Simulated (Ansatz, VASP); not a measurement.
Two plane-wave programs on Si2Mo

```xyz
3
Lattice="-1.6000 1.6000 3.9305 1.6000 -1.6000 3.9305 1.6000 1.6000 -3.9305" Properties=species:S:1:pos:R:3 pbc="T T T"
Si    0.0000    0.0000    2.6329
Si    0.0000    0.0000    5.2281
Mo    0.0000    0.0000    0.0000
```

Alike in both runs: functional PBE; k mesh 18 × 18 × 18; occupations gaussian, width 0.1 eV; no spin polarisation.

Ansatz relaxed the structure, and its values are those at the end. VASP's run is a single point on that final structure, the one shown.

|  | VASP | Ansatz |
| --- | --- | --- |
| version | VASP 6.6.1 | Ansatz 0.2.0 |
| potentials or method | VASP PAW PBE potentials, release 64 (Si, Mo_sv), cutoff 520 eV | scalar-relativistic, plane waves, PAW |
| valence electrons in the cell | 22 | 22 |

```csv
,VASP,Ansatz,Ansatz less VASP
gap on the k mesh at the Fermi level (eV),none,none,-
pressure (GPa),2.6,2.5,-0.17
```

A gap of «none» marks a metal or a gap that the smearing closes. Ansatz's warnings: stress scf threshold loose.
